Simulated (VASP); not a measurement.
# Na2S (Fm-3m) in VASP: single point with r2SCAN

Aim: the single point of Na2S with r2SCAN.

All numbers are computed with VASP 6.6.1; they aren't measurements. Logs are shortened: lines on timing, memory, paths and dates and some standing lists are left out, and cuts for length are marked.

### Step 1. The cell of the first run

The structure is cubic, space group Fm-3m (No. 225). The conventional cell has a = 6.639 Å, b = 6.639 Å, c = 6.639 Å, α = 90.00°, β = 90.00°, γ = 90.00°. Within 3.8 Å of Na (site symmetry -43m) lie 4 S at 2.87 Å and 6 Na at 3.32 Å. Within 3.8 Å of S (site symmetry m-3m) lie 8 Na at 2.87 Å.

### Step 2. Single point, r2SCAN (volume scaled by 1.06)

POSCAR reads:

```
Na2S
1.0
    0.0000000000      3.3194517113      3.3194517113
    3.3194517113      0.0000000000      3.3194517113
    3.3194517113      3.3194517113      0.0000000000
Na S
2 1
Direct
    0.2500000000      0.2500000000      0.2500000000
    0.7500000000      0.7500000000      0.7500000000
    0.0000000000      0.0000000000      0.0000000000
```

INCAR.step1 reads:

```
SYSTEM = Na2S
  ALGO = Normal
  EDIFF = 1E-5
  ENCUT = 550
  GGA = PE
  GGA_COMPAT = .FALSE.
  ISMEAR = 0
  LASPH = .TRUE.
  LCHARG = .FALSE.
  LREAL = .FALSE.
  LWAVE = .TRUE.
  NBANDS = 17
  NELM = 120
  PREC = Accurate
  SIGMA = 0.02
```

INCAR.step2 reads:

```
SYSTEM = Na2S
  ALGO = Normal
  EDIFF = 1E-6
  ENCUT = 550
  GGA_COMPAT = .FALSE.
  ISIF = 2
  ISMEAR = 0
  ISTART = 1
  LASPH = .TRUE.
  LCHARG = .FALSE.
  LMIXTAU = .TRUE.
  LREAL = .FALSE.
  LWAVE = .FALSE.
  METAGGA = R2SCAN
  NBANDS = 17
  NELM = 120
  PREC = Accurate
  SIGMA = 0.02
```

KPOINTS reads:

```
k-points
0
G
  6 6 6
  0 0 0
```

Potentials or basis: VASP PAW PBE potentials, release 64 (Na_pv, S).

Run with:

```console
$ cat potpaw_PBE.64/Na_pv/POTCAR potpaw_PBE.64/S/POTCAR > POTCAR
$ cp INCAR.step1 INCAR
$ mpirun -np 1 vasp_std > vasp.out
$ cp INCAR.step2 INCAR
$ mpirun -np 1 vasp_std > vasp.out
```

OUTCAR:

```text
SYSTEM = Na2S
   EDIFF = 1E-6
   ENCUT = 550
   ISIF = 2
   ISMEAR = 0
   ISTART = 1
   LASPH = .TRUE.
   LREAL = .FALSE.
   METAGGA = R2SCAN
   NELM = 120
   PREC = Accurate

 ion  position               nearest neighbor table
   1  0.250  0.250  0.250-
   2  0.750  0.750  0.750-
   3  0.000  0.000  0.000-

  LATTYP: Found a face centered cubic cell.
 ALAT       =     6.6389034226

  Lattice vectors:

 A1 = (   0.0000000000,   3.3194517113,   3.3194517113)
 A2 = (   3.3194517113,   0.0000000000,   3.3194517113)
 A3 = (   3.3194517113,   3.3194517113,   0.0000000000)

Analysis of symmetry for initial positions (statically):
=====================================================================
 Subroutine PRICEL returns:
 Original cell was already a primitive cell.

 Routine SETGRP: Setting up the symmetry group for a
 face centered cubic supercell.

 Subroutine GETGRP returns: Found 48 space group operations
 (whereof 48 operations were pure point group operations)
 out of a pool of 48 trial point group operations.

The static configuration has the point symmetry O_h .

Analysis of symmetry for dynamics (positions and initial velocities):
=====================================================================
 Subroutine PRICEL returns:
 Original cell was already a primitive cell.

 Routine SETGRP: Setting up the symmetry group for a
 face centered cubic supercell.

 Subroutine GETGRP returns: Found 48 space group operations
 (whereof 48 operations were pure point group operations)
 out of a pool of 48 trial point group operations.

The dynamic configuration has the point symmetry O_h .

 Subroutine INISYM returns: Found 48 space group operations
 (whereof 48 operations are pure point group operations),
 and found     1 'primitive' translations

----------------------------------------------------------------------------------------

                                     Primitive cell

  volume of cell :      73.1525

  direct lattice vectors                    reciprocal lattice vectors
     0.000000000  3.319451711  3.319451711    -0.150627285  0.150627285  0.150627285
     3.319451711  0.000000000  3.319451711     0.150627285 -0.150627285  0.150627285
     3.319451711  3.319451711  0.000000000     0.150627285  0.150627285 -0.150627285

  length of vectors
     4.694413630  4.694413630  4.694413630     0.260894111  0.260894111  0.260894111

[... 72 lines left out ...]
   NELM   =    120;   NELMIN=  2; NELMDL=  0     # of ELM steps
   EDIFF  = 0.1E-05   stopping-criterion for ELM
   LREAL  =      F    real-space projection
   EDIFFG = 0.1E-04   stopping-criterion for IOM
   NSW    =      0    number of steps for IOM
   IBRION =     -1    ionic relax: 0-MD 1-quasi-New 2-CG
   NFREE  =      0    steps in history (QN), initial steepest desc. (CG)
   ISIF   =      2    stress and relaxation
   ISYM   =      2    0-nonsym 1-usesym 2-fastsym
   POTIM  = 0.5000    time-step for ionic-motion
   TEBEG  =    0.0;   TEEND  =   0.0 temperature during run
   PSTRESS=    0.0 pullay stress
   NELECT =      20.0000    total number of electrons
   NUPDOWN=      -1.0000    fix difference up-down
   EMIN   =  10.00;   EMAX   =-10.00  energy-range for DOS
   EFERMI =   0.00;   METHOD = LEGACY
   ISMEAR =     0;   SIGMA  =   0.02  broadening in eV -4-tet -1-fermi 0-gaus
   EFERMI_NEDOS =   21; number of points for ismear=-14 and -15
   IALGO  =     38    algorithm
   IMIX   =      4    mixing-type and parameters
     AMIX     =   0.40;   BMIX     =  1.00
     AMIX_MAG =   1.60;   BMIX_MAG =  1.00
  volume/ion in A,a.u.               =      24.38       164.55
  Fermi-wavevector in a.u.,A,eV,Ry     =   1.062531  2.007893 15.360612  1.128973
  Thomas-Fermi vector in A             =   2.197985
   LORBIT       =      0    0 simple, 1 ext, 2 COOP (PROOUT), +10 PAW based schemes
   METAGGA = R2SCAN    functional components
   LHFCALC =     F    Hartree Fock is set to
   AEXX    =    0.0000 exact exchange contribution
   IVDW    =     0    specifies the selected vdW correction
   LEPSILON=     F    determine dielectric tensor
   LRPA    =     F    only Hartree local field effects (RPA)
 non-spin polarized calculation
 Gauss-broadening in eV      SIGMA  =   0.02
  energy-cutoff  :      550.00
  volume of cell :       73.15
 maximum number of plane-waves:      2168
   NGX = 17   NGY = 17   NGZ = 17

 number of electron      20.0000017 magnetization

 Free energy of the ion-electron system (eV)
  ---------------------------------------------------
  ext. energy  EPLUGINS =         0.00000000
  ---------------------------------------------------
  free energy    TOTEN  =       -18.94079042 eV

  energy without entropy =      -18.94079042  energy(sigma->0) =      -18.94079042

 E-fermi :  -0.1933     XC(G=0):  -8.0821

 val. band max:       -0.3076386269   @ k =   0.0000   0.0000   0.0000
 cond. band min:       2.6042215884   @ k =   0.0000   0.0000   0.0000
 fundamental gap:      2.9118602153
 Fermi energy:        -0.1933349843

 k-point     1 :       0.0000    0.0000    0.0000
  band No.  band energies     occupation
      1     -23.4678      2.00000
      2     -23.4678      2.00000
      3     -23.4678      2.00000
      4     -23.4248      2.00000
      5     -23.4248      2.00000
      6     -23.4248      2.00000
[... 297 lines left out ...]
      4     -23.4335      2.00000
      5     -23.4176      2.00000
      6     -23.4149      2.00000
[... 9 lines left out ...]
     16      11.3511      0.00000
     17      11.9905      0.00000

------------------------ aborting loop because EDIFF is reached ----------------------------------------

  FORCE on cell =-STRESS in cart. coord.  units (eV):
  Direction    XX          YY          ZZ          XY          YZ          ZX
  --------------------------------------------------------------------------------------
  -------------------------------------------------------------------------------------
  Total       -0.7999001     -0.7999001     -0.7999001      0.0000000      0.0000000      0.0000000
  in kB      -17.5193211    -17.5193211    -17.5193211      0.0000000      0.0000000      0.0000000
  external PRESSURE =     -17.5193211 kB  Pullay stress =       0.0000000 kB

 VOLUME and BASIS-vectors are now :
 -----------------------------------------------------------------------------
  energy-cutoff  :      550.00
  volume of cell :       73.15
      direct lattice vectors                 reciprocal lattice vectors
     0.000000000  3.319451711  3.319451711    -0.150627285  0.150627285  0.150627285
     3.319451711  0.000000000  3.319451711     0.150627285 -0.150627285  0.150627285
     3.319451711  3.319451711  0.000000000     0.150627285  0.150627285 -0.150627285

 POSITION                                       TOTAL-FORCE (eV/Angst)
 -----------------------------------------------------------------------------------
      1.65973      1.65973      1.65973        -0.000000     -0.000000     -0.000000
      4.97918      4.97918      4.97918         0.000000      0.000000      0.000000
      0.00000      0.00000      0.00000        -0.000000      0.000000     -0.000000
 -----------------------------------------------------------------------------------
    total drift:                                0.000000      0.000000      0.000000

  FREE ENERGIE OF THE ION-ELECTRON SYSTEM (eV)
  ---------------------------------------------------
  free  energy   TOTEN  =       -18.9407904204 eV

  energy  without entropy=      -18.9407904204  energy(sigma->0) =      -18.94079042
```

OUTCAR.step1:

```text
SYSTEM = Na2S
   EDIFF = 1E-5
   ENCUT = 550
   GGA = PE
   ISMEAR = 0
   LASPH = .TRUE.
   LREAL = .FALSE.
   NELM = 120
[... 531 lines left out ...]
      1.65973      1.65973      1.65973         0.000000      0.000000      0.000000
      4.97918      4.97918      4.97918        -0.000000     -0.000000     -0.000000
      0.00000      0.00000      0.00000         0.000000     -0.000000      0.000000
 -----------------------------------------------------------------------------------
    total drift:                                0.000000      0.000000      0.000000

  FREE ENERGIE OF THE ION-ELECTRON SYSTEM (eV)
  ---------------------------------------------------
  free  energy   TOTEN  =        -9.9704900562 eV

  energy  without entropy=       -9.9704900562  energy(sigma->0) =       -9.97049006
```

OSZICAR.step1:

```text
N       E                     dE             d eps       ncg     rms          rms(c)
DAV:   1     0.147924033397E+03    0.14792E+03   -0.10555E+04   544   0.123E+03
DAV:   2     0.318469171181E+00   -0.14761E+03   -0.14343E+03   594   0.322E+02
DAV:   3    -0.106351372879E+02   -0.10954E+02   -0.10902E+02   672   0.864E+01
DAV:   4    -0.108305250992E+02   -0.19539E+00   -0.19524E+00   661   0.126E+01
DAV:   5    -0.108345590752E+02   -0.40340E-02   -0.40332E-02   735   0.180E+00    0.366E+00
DAV:   6    -0.100095495781E+02    0.82501E+00   -0.16714E+00   710   0.543E+00    0.283E+00
DAV:   7    -0.995908169382E+01    0.50468E-01   -0.22848E-01   618   0.197E+00    0.190E+00
DAV:   8    -0.996921613052E+01   -0.10134E-01   -0.21479E-02   611   0.112E+00    0.688E-01
DAV:   9    -0.996937406103E+01   -0.15793E-03   -0.54766E-04   690   0.134E-01    0.774E-01
DAV:  10    -0.997113279133E+01   -0.17587E-02   -0.22977E-03   559   0.288E-01    0.754E-01
DAV:  11    -0.997060180789E+01    0.53098E-03   -0.12171E-03   599   0.155E-01    0.334E-01
DAV:  12    -0.997052871612E+01    0.73092E-04   -0.13743E-04   637   0.670E-02    0.167E-01
DAV:  13    -0.997049022194E+01    0.38494E-04   -0.11780E-04   703   0.372E-02    0.635E-02
DAV:  14    -0.997049005623E+01    0.16571E-06   -0.68745E-06   522   0.159E-02
   1 F= -.99704901E+01 E0= -.99704901E+01  d E =-.152063E-32
```

Run time: 64 s. Hardware: 1 thread of Intel Xeon 6975P-C, shared host; peak memory 0.21 GiB.

Results:

| Item | Value |
| --- | --- |
| Free energy | -18.9408 eV |
| Pressure | -1.8 GPa |
| Band gap on the k mesh | 2.91 eV, direct |

Levels at points of the mesh, in eV from the valence-band top:
| k point | band 8 | band 9 | band 10 | band 11 | band 12 | band 13 |
| --- | --- | --- | --- | --- | --- | --- |
| (0.00, 0.00, 0.00) | 0.00 | 0.00 | 0.00 | 2.91 | 8.26 | 8.26 |
| (0.50, 0.00, 0.00) | -1.53 | -0.12 | -0.12 | 5.31 | 6.73 | 7.56 |
| (0.50, 0.50, 0.00) | -1.36 | -0.43 | -0.43 | 4.16 | 6.60 | 8.95 |

Caveat: the PAW data sets were made with another functional, which shifts forces and pressure a little.
